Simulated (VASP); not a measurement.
A run of VASP 6.6.1 is set up as follows.

INCAR

```
ALGO = Normal
EDIFF = 1E-6
EDIFFG = -0.001
ENCUT = 600
GGA = CA
IBRION = 2
ISIF = 3
ISMEAR = -1
LASPH = True
LCHARG = False
LREAL = False
LWAVE = False
NELM = 80
NSW = 80
PREC = Accurate
SIGMA = 0.15
```

Contents of KPOINTS:

```
k-points
0
Gamma
  16 16 16
```

File POSCAR:

```
Cu
1.0
    0.0000000000      1.7593911016      1.7593911016
    1.7593911016      0.0000000000      1.7593911016
    1.7593911016      1.7593911016      0.0000000000
Cu
1
Direct
    0.0000000000      0.0000000000      0.0000000000
```

Potentials or basis: VASP PAW LDA potentials, release 64 (Cu).

The run is started by

```sh
$ cat potpaw_LDA.64/Cu/POTCAR > POTCAR
$ mpirun -np 1 vasp_std > vasp.out
```

(1) Predict the relaxed volume.

(2) Predict the relaxed cell.

(3) Predict the space group after relaxing (to 0.05 Å).

Answers

(1) 10.95 Å³/atom.

(2) a = 2.492 Å, b = 2.492 Å, c = 2.492 Å, α = 60.00°, β = 60.00°, γ = 60.00°.

(3) Fm-3m (No. 225).
